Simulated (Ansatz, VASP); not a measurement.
One calculation of Ba, two programs

```
Ba
1.0
     0.00000    2.99560    2.99560
     2.99560    0.00000    2.99560
     2.99560    2.99560    0.00000
Ba
1
Direct
  0.00000 0.00000 0.00000
```

Alike in both runs: functional LDA; k mesh 12 × 12 × 12; occupations fermi-dirac, width 0.05 eV; no spin polarisation.

Ansatz relaxed the structure, and its values are those at the end. VASP's run is a single point on that final structure, the one shown.

|  | VASP | Ansatz |
| --- | --- | --- |
| version | VASP 6.6.1 | Ansatz 0.2.0 |
| potentials or method | VASP PAW LDA potentials, release 64 (Ba_sv) | PAW with Ansatz's default frozen-core files, scalar-relativistic |
| plane-wave cutoff (eV) | 500 | 420 |
| valence electrons in the cell | 10 | 10 |

```csv
,VASP,Ansatz,Ansatz less VASP
pressure (GPa),0.0,0.0,-0.08
```

LDA's correlation is that of Perdew and Zunger in VASP and of Perdew and Wang (1992) in Ansatz.

Spin-orbit coupling is off throughout.
